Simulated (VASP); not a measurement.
# CaS (Fm-3m) in VASP: a series of runs, part 2 of 2

VASP 6.6.1. Earlier steps stand in the parts before.

## Step 4: Single point, r2SCAN

File POSCAR:

```
CaS
1.0
    0.0000000000      2.8479451014      2.8479451014
    2.8479451014      0.0000000000      2.8479451014
    2.8479451014      2.8479451014      0.0000000000
Ca S
1 1
Direct
    0.0000000000      0.0000000000      0.0000000000
    0.5000000000      0.5000000000      0.5000000000
```

File INCAR.step1:

```
PREC = Accurate
ENCUT = 550
ISMEAR = 0
SIGMA = 0.01
LREAL = False
LASPH = True
NELM = 120
NBANDS = 15
GGA = PE
ALGO = Normal
EDIFF = 1E-5
LWAVE = True
LCHARG = False
GGA_COMPAT = False
```

File INCAR.step2:

```
PREC = Accurate
ENCUT = 550
EDIFF = 1E-6
ISMEAR = 0
SIGMA = 0.01
LREAL = False
LASPH = True
NELM = 120
ALGO = Normal
ISIF = 2
LWAVE = False
LCHARG = False
METAGGA = R2SCAN
LMIXTAU = True
NBANDS = 15
ISTART = 1
GGA_COMPAT = False
```

File KPOINTS:

```
Automatic mesh
0
Gamma
  4 4 4
```

Potentials or basis: VASP PAW PBE potentials, release 64 (Ca_sv, S).

Run with:

```bash
cat potpaw_PBE.64/Ca_sv/POTCAR potpaw_PBE.64/S/POTCAR > POTCAR
cp INCAR.step1 INCAR
mpirun -np 1 vasp_std > vasp.out
cp INCAR.step2 INCAR
mpirun -np 1 vasp_std > vasp.out
```

OUTCAR:

```text
PREC = Accurate
   ENCUT = 550
   EDIFF = 1E-6
   ISMEAR = 0
   LREAL = False
   LASPH = True
   NELM = 120
   ISIF = 2
   METAGGA = R2SCAN
   ISTART = 1

 ion  position               nearest neighbor table
   1  0.000  0.000  0.000-   2 2.85   2 2.85   2 2.85   2 2.85   2 2.85   2 2.85
   2  0.500  0.500  0.500-   1 2.85   1 2.85   1 2.85   1 2.85   1 2.85   1 2.85

  LATTYP: Found a face centered cubic cell.
 ALAT       =     5.6958902028

  Lattice vectors:

 A1 = (   0.0000000000,   2.8479451014,   2.8479451014)
 A2 = (   2.8479451014,   0.0000000000,   2.8479451014)
 A3 = (   2.8479451014,   2.8479451014,   0.0000000000)

Analysis of symmetry for initial positions (statically):
=====================================================================
 Subroutine PRICEL returns:
 Original cell was already a primitive cell.

 Routine SETGRP: Setting up the symmetry group for a
 face centered cubic supercell.

 Subroutine GETGRP returns: Found 48 space group operations
 (whereof 48 operations were pure point group operations)
 out of a pool of 48 trial point group operations.

The static configuration has the point symmetry O_h .

Analysis of symmetry for dynamics (positions and initial velocities):
=====================================================================
 Subroutine PRICEL returns:
 Original cell was already a primitive cell.

 Routine SETGRP: Setting up the symmetry group for a
 face centered cubic supercell.

 Subroutine GETGRP returns: Found 48 space group operations
 (whereof 48 operations were pure point group operations)
 out of a pool of 48 trial point group operations.

The dynamic configuration has the point symmetry O_h .

 Subroutine INISYM returns: Found 48 space group operations
 (whereof 48 operations are pure point group operations),
 and found     1 'primitive' translations

----------------------------------------------------------------------------------------

                                     Primitive cell

  volume of cell :      46.1982

  direct lattice vectors                    reciprocal lattice vectors
     0.000000000  2.847945101  2.847945101    -0.175565182  0.175565182  0.175565182
     2.847945101  0.000000000  2.847945101     0.175565182 -0.175565182  0.175565182
     2.847945101  2.847945101  0.000000000     0.175565182  0.175565182 -0.175565182

  length of vectors
     4.027602587  4.027602587  4.027602587     0.304087815  0.304087815  0.304087815

  position of ions in fractional coordinates (direct lattice)
     0.000000000  0.000000000  0.000000000
     0.500000000  0.500000000  0.500000000

  ion indices of the primitive-cell ions
   primitive index   ion index
                 1           1
                 2           2

----------------------------------------------------------------------------------------

 KPOINTS: Automatic mesh

Automatic generation of k-mesh.
 Grid dimensions read from file:
 generate k-points for:    4    4    4

 Generating k-lattice:

  Cartesian coordinates                     Fractional coordinates (reciprocal lattice)
    -0.043891295  0.043891295  0.043891295     0.250000000  0.000000000  0.000000000
     0.043891295 -0.043891295  0.043891295     0.000000000  0.250000000  0.000000000
     0.043891295  0.043891295 -0.043891295     0.000000000  0.000000000  0.250000000

  Length of vectors
     0.076021954  0.076021954  0.076021954

[... 20 lines left out ...]
   total plane-waves  NPLWV =  32768
   dimension x,y,z NGX =    32 NGY =   32 NGZ =   32
   dimension x,y,z NGXF=    64 NGYF=   64 NGZF=   64
   ions per type =               1   1
   NGX,Y,Z   is equivalent  to a cutoff of  13.21, 13.21, 13.21 a.u.
   NGXF,Y,Z  is equivalent  to a cutoff of  26.42, 26.42, 26.42 a.u.
 SYSTEM =  unknown system
   PREC   = accura    normal or accurate (medium, high low for compatibility)
   ISTART =      1    job   : 0-new  1-cont  2-samecut
   ICHARG =      0    charge: 1-file 2-atom 10-const
   ISPIN  =      1    spin polarized calculation?
   LNONCOLLINEAR =      F non collinear calculations
   LSORBIT =      F    spin-orbit coupling
   LASPH  =      T    aspherical Exc in radial PAW
   ENCUT  =  550.0 eV  40.42 Ry    6.36 a.u.   7.70  7.70  7.70*2*pi/ulx,y,z
   NELM   =    120;   NELMIN=  2; NELMDL=  0     # of ELM steps
   EDIFF  = 0.1E-05   stopping-criterion for ELM
   LREAL  =      F    real-space projection
   EDIFFG = 0.1E-04   stopping-criterion for IOM
   NSW    =      0    number of steps for IOM
   IBRION =     -1    ionic relax: 0-MD 1-quasi-New 2-CG
   NFREE  =      0    steps in history (QN), initial steepest desc. (CG)
   ISIF   =      2    stress and relaxation
   ISYM   =      2    0-nonsym 1-usesym 2-fastsym
   POTIM  = 0.5000    time-step for ionic-motion
   TEBEG  =    0.0;   TEEND  =   0.0 temperature during run
   PSTRESS=    0.0 pullay stress
   NELECT =      16.0000    total number of electrons
   NUPDOWN=      -1.0000    fix difference up-down
   EMIN   =  10.00;   EMAX   =-10.00  energy-range for DOS
   EFERMI =   0.00;   METHOD = LEGACY
   ISMEAR =     0;   SIGMA  =   0.01  broadening in eV -4-tet -1-fermi 0-gaus
   EFERMI_NEDOS =   21; number of points for ismear=-14 and -15
   IALGO  =     38    algorithm
   IMIX   =      4    mixing-type and parameters
     AMIX     =   0.40;   BMIX     =  1.00
     AMIX_MAG =   1.60;   BMIX_MAG =  1.00
  volume/ion in A,a.u.               =      23.10       155.88
  Fermi-wavevector in a.u.,A,eV,Ry     =   1.149670  2.172561 17.983381  1.321741
  Thomas-Fermi vector in A             =   2.286338
   LORBIT       =      0    0 simple, 1 ext, 2 COOP (PROOUT), +10 PAW based schemes
   METAGGA = R2SCAN    functional components
   LHFCALC =     F    Hartree Fock is set to
   AEXX    =    0.0000 exact exchange contribution
   IVDW    =     0    specifies the selected vdW correction
   LEPSILON=     F    determine dielectric tensor
   LRPA    =     F    only Hartree local field effects (RPA)
 non-spin polarized calculation
 Gauss-broadening in eV      SIGMA  =   0.01
  energy-cutoff  :      550.00
  volume of cell :       46.20
 maximum number of plane-waves:      1363
 NGX is ok and might be reduce to    32
   NGX = 15   NGY = 15   NGZ = 15

 number of electron      16.0000000 magnetization

 Free energy of the ion-electron system (eV)
  ---------------------------------------------------
  ext. energy  EPLUGINS =         0.00000000
  ---------------------------------------------------
  free energy    TOTEN  =       -19.93300742 eV

  energy without entropy =      -19.93300742  energy(sigma->0) =      -19.93300742

 E-fermi :   2.5939     XC(G=0):  -9.7784

 val. band max:        2.4921578475   @ k =   0.0000   0.0000   0.0000
 cond. band min:       5.2894277405   @ k =   0.5000   0.5000   0.0000
 fundamental gap:      2.7972698930
 Fermi energy:         2.5938936960

 k-point     1 :       0.0000    0.0000    0.0000
  band No.  band energies     occupation
      1     -38.2396      2.00000
      2     -18.3395      2.00000
      3     -18.3395      2.00000
      4     -18.3395      2.00000
      5      -9.3001      2.00000
      6       2.4922      2.00000
      7       2.4922      2.00000
      8       2.4922      2.00000
      9       7.1572      0.00000
     10       7.1572      0.00000
     11       7.1572      0.00000
     12       7.4099      0.00000
     13       7.7936      0.00000
     14       7.7936      0.00000
[... 113 lines left out ...]
      2     -18.4243      2.00000
      3     -18.4243      2.00000
      4     -18.3990      2.00000
      5      -8.5406      2.00000
      6       0.6931      2.00000
      7       0.6931      2.00000
      8       0.9372      2.00000
      9       7.8429      0.00000
     10       7.8429      0.00000
     11       9.1298      0.00000
     12       9.5564      0.00000
     13       9.9020      0.00000
     14      12.6172      0.00000
     15      13.3939      0.00000

------------------------ aborting loop because EDIFF is reached ----------------------------------------

  FORCE on cell =-STRESS in cart. coord.  units (eV):
  Direction    XX          YY          ZZ          XY          YZ          ZX
  --------------------------------------------------------------------------------------
  -------------------------------------------------------------------------------------
  Total        0.1114082      0.1114082      0.1114082      0.0000000     -0.0000000      0.0000000
  in kB        3.8636951      3.8636951      3.8636951      0.0000000     -0.0000000      0.0000000
  external PRESSURE =       3.8636951 kB  Pullay stress =       0.0000000 kB

 VOLUME and BASIS-vectors are now :
 -----------------------------------------------------------------------------
  energy-cutoff  :      550.00
  volume of cell :       46.20
      direct lattice vectors                 reciprocal lattice vectors
     0.000000000  2.847945101  2.847945101    -0.175565182  0.175565182  0.175565182
     2.847945101  0.000000000  2.847945101     0.175565182 -0.175565182  0.175565182
     2.847945101  2.847945101  0.000000000     0.175565182  0.175565182 -0.175565182

 POSITION                                       TOTAL-FORCE (eV/Angst)
 -----------------------------------------------------------------------------------
      0.00000      0.00000      0.00000        -0.000000     -0.000000     -0.000000
      2.84795      2.84795      2.84795         0.000000      0.000000      0.000000
 -----------------------------------------------------------------------------------
    total drift:                                0.000000     -0.000000     -0.000000

  FREE ENERGIE OF THE ION-ELECTRON SYSTEM (eV)
  ---------------------------------------------------
  free  energy   TOTEN  =       -19.9330074229 eV

  energy  without entropy=      -19.9330074229  energy(sigma->0) =      -19.93300742
```

OSZICAR.step1:

```text
N       E                     dE             d eps       ncg     rms          rms(c)
DAV:   1     0.126220829167E+03    0.12622E+03   -0.79965E+03   240   0.105E+03
DAV:   2    -0.517612511838E+01   -0.13140E+03   -0.12562E+03   310   0.264E+02
DAV:   3    -0.104130925038E+02   -0.52370E+01   -0.52003E+01   289   0.513E+01
DAV:   4    -0.106124276216E+02   -0.19934E+00   -0.19921E+00   368   0.900E+00
DAV:   5    -0.106138048331E+02   -0.13772E-02   -0.13771E-02   310   0.817E-01    0.505E+00
DAV:   6    -0.103540587090E+02    0.25975E+00   -0.40824E-01   282   0.326E+00    0.338E+00
DAV:   7    -0.103462919224E+02    0.77668E-02   -0.11078E-01   319   0.206E+00    0.181E+00
DAV:   8    -0.103533011833E+02   -0.70093E-02   -0.19801E-02   268   0.117E+00    0.314E-01
DAV:   9    -0.103528820061E+02    0.41918E-03   -0.10586E-03   310   0.313E-01    0.852E-02
DAV:  10    -0.103531361880E+02   -0.25418E-03   -0.32347E-04   306   0.129E-01    0.292E-02
DAV:  11    -0.103531815015E+02   -0.45313E-04   -0.80930E-05   282   0.749E-02    0.244E-02
DAV:  12    -0.103531808970E+02    0.60450E-06   -0.42643E-06   183   0.148E-02
   1 F= -.10353181E+02 E0= -.10353181E+02  d E =-.332649E-15
```

Wall time 51 s (1 thread of AMD EPYC 7R13, shared host); peak memory 0.16 GiB.

Results:

* Free energy: -19.9330 eV
* Pressure: 0.4 GPa
* Band gap on the k mesh: 2.80 eV, indirect (least direct gap 3.62 eV)

Levels at points of the mesh, in eV from the valence-band top:
```
           k point  band 4  band 5  band 6  band 7  band 8  band 9  band 10  band 11  band 12  band 13
(0.00, 0.00, 0.00)  -20.83  -11.79    0.00    0.00    0.00    4.66     4.66     4.66     4.92     5.30
(0.50, 0.00, 0.00)  -20.84  -10.96   -3.11   -1.16   -1.16    5.78     6.68     6.81     6.81     8.82
(0.50, 0.50, 0.00)  -20.88  -11.15   -2.31   -0.83   -0.83    2.80     6.17     6.77     7.40     7.40
```

Caveat: the k points lie up to 0.48 Å⁻¹ apart; the PAW data sets were made with another functional, which shifts forces and pressure a little. r2SCAN opens gaps a little over a GGA but as a rule still falls short of measured ones.

## Step 5: Single point, r2SCAN

POSCAR is that of step 4.

File INCAR.step1:

```
SYSTEM = CaS
PREC     = Accurate       ! precision mode
ENCUT    = 550            ! plane-wave cutoff, eV
ISMEAR   = 0              ! smearing method
SIGMA    = 0.01           ! smearing width, eV
LREAL    = .FALSE.        ! projectors in reciprocal space
LASPH    = .TRUE.         ! aspherical terms in the spheres
NELM     = 120            ! most SCF steps
NBANDS   = 15             ! bands
GGA      = PE             ! functional
ALGO     = Normal         ! electronic algorithm
EDIFF    = 1E-5           ! SCF threshold, eV
LWAVE    = .TRUE.         ! write WAVECAR
LCHARG   = .FALSE.        ! write CHGCAR
GGA_COMPAT= .FALSE.
```

File INCAR.step2:

```
SYSTEM = CaS
PREC     = Accurate       ! precision mode
ENCUT    = 550            ! plane-wave cutoff, eV
EDIFF    = 1E-6           ! SCF threshold, eV
ISMEAR   = 0              ! smearing method
SIGMA    = 0.01           ! smearing width, eV
LREAL    = .FALSE.        ! projectors in reciprocal space
LASPH    = .TRUE.         ! aspherical terms in the spheres
NELM     = 120            ! most SCF steps
ALGO     = Normal         ! electronic algorithm
ISIF     = 2              ! what is computed and relaxed
LWAVE    = .FALSE.        ! write WAVECAR
LCHARG   = .FALSE.        ! write CHGCAR
METAGGA  = R2SCAN         ! meta-GGA
LMIXTAU  = .TRUE.       
NBANDS   = 15             ! bands
ISTART   = 1            
GGA_COMPAT= .FALSE.
```

File KPOINTS:

```
regular mesh
0
G
  4 4 4
  0 0 0
```

Run with:

```bash
cat potpaw_PBE.64/Ca_sv/POTCAR potpaw_PBE.64/S/POTCAR > POTCAR
cp INCAR.step1 INCAR
mpirun -np 1 vasp_std > vasp.out
cp INCAR.step2 INCAR
mpirun -np 1 vasp_std > vasp.out
```

It took 64 s on 1 thread of AMD EPYC 7R13, shared host; peak memory 0.16 GiB.

It converged, with:

```
Free energy            : -19.9330 eV
Pressure               : 0.4 GPa
Band gap on the k mesh : 2.80 eV, indirect (least direct gap 3.62 eV)
```

Levels at points of the mesh, in eV from the valence-band top:
```
           k point  band 4  band 5  band 6  band 7  band 8  band 9  band 10  band 11  band 12  band 13
(0.00, 0.00, 0.00)  -20.83  -11.79    0.00    0.00    0.00    4.66     4.66     4.66     4.92     5.30
(0.50, 0.00, 0.00)  -20.84  -10.96   -3.11   -1.16   -1.16    5.78     6.68     6.81     6.81     8.82
(0.50, 0.50, 0.00)  -20.88  -11.15   -2.31   -0.83   -0.83    2.80     6.17     6.77     7.40     7.40
```

Caveat: the k points lie up to 0.48 Å⁻¹ apart; the PAW data sets were made with another functional, which shifts forces and pressure a little.

## Step 6: Single point, r2SCAN

POSCAR is that of step 5.

File INCAR.step1:

```
SYSTEM = CaS
  ALGO = Normal
  EDIFF = 1E-5
  ENCUT = 550
  GGA = PE
  GGA_COMPAT = .False.
  ISMEAR = 0
  LASPH = .True.
  LCHARG = .False.
  LREAL = .False.
  LWAVE = .True.
  NBANDS = 15
  NELM = 120
  PREC = Accurate
  SIGMA = 0.01
```

File INCAR.step2:

```
SYSTEM = CaS
  ALGO = Normal
  EDIFF = 1E-6
  ENCUT = 550
  GGA_COMPAT = .False.
  ISIF = 2
  ISMEAR = 0
  ISTART = 1
  LASPH = .True.
  LCHARG = .False.
  LMIXTAU = .True.
  LREAL = .False.
  LWAVE = .False.
  METAGGA = R2SCAN
  NBANDS = 15
  NELM = 120
  PREC = Accurate
  SIGMA = 0.01
```

File KPOINTS:

```
k-points
0
Gamma
  6 6 6
  0 0 0
```

Potentials or basis: VASP PAW PBE potentials, release 64 (Ca_sv, S).

Run with:

```bash
cat potpaw_PBE.64/Ca_sv/POTCAR potpaw_PBE.64/S/POTCAR > POTCAR
cp INCAR.step1 INCAR
mpirun -np 1 vasp_std > vasp.out
cp INCAR.step2 INCAR
mpirun -np 1 vasp_std > vasp.out
```

Wall time 98 s (1 thread of AMD EPYC 7R13, shared host); peak memory 0.16 GiB.

Results (log left out):

| Quantity | Value |
| --- | --- |
| Free energy | -19.9418 eV |
| Pressure | 0.3 GPa |
| Band gap on the k mesh | 2.80 eV, indirect (least direct gap 3.63 eV) |

Levels at points of the mesh, in eV from the valence-band top:
| k point | band 5 | band 6 | band 7 | band 8 | band 9 | band 10 | band 11 | band 12 |
| --- | --- | --- | --- | --- | --- | --- | --- | --- |
| (0.00, 0.00, 0.00) | -11.79 | 0.00 | 0.00 | 0.00 | 4.67 | 4.67 | 4.67 | 4.92 |
| (0.50, 0.00, 0.00) | -10.96 | -3.10 | -1.16 | -1.16 | 5.79 | 6.68 | 6.82 | 6.82 |
| (0.50, 0.50, 0.00) | -11.15 | -2.31 | -0.83 | -0.83 | 2.80 | 6.18 | 6.77 | 7.41 |

Caveat: the PAW data sets were made with another functional, which shifts forces and pressure a little. r2SCAN opens gaps a little over a GGA but as a rule still falls short of measured ones.

## Step 7: Overview

| level | k mesh | cutoff (eV) | gap on the mesh (eV) | pressure (GPa) |
| --- | --- | --- | --- | --- |
| PBE | 4 × 4 × 4 | 500 | 2.35 | 0.7 |
| PBE | 6 × 6 × 6 | 500 | 2.36 | 0.6 |
| r2SCAN | 4 × 4 × 4 | 550 | 2.80 | 0.4 |
| r2SCAN | 6 × 6 × 6 | 550 | 2.80 | 0.3 |

Alike in all rows: task single point; potentials or basis VASP PAW PBE potentials, release 64 (Ca_sv, S); no spin polarisation; cell as given; smearing gaussian 0.01 eV.

Caveats: some runs use coarse meshes; the PAW data sets were made with another functional, which shifts forces and pressure a little (some runs).

Total energies depend on the potentials used, so only differences within one code and one set of settings carry meaning.
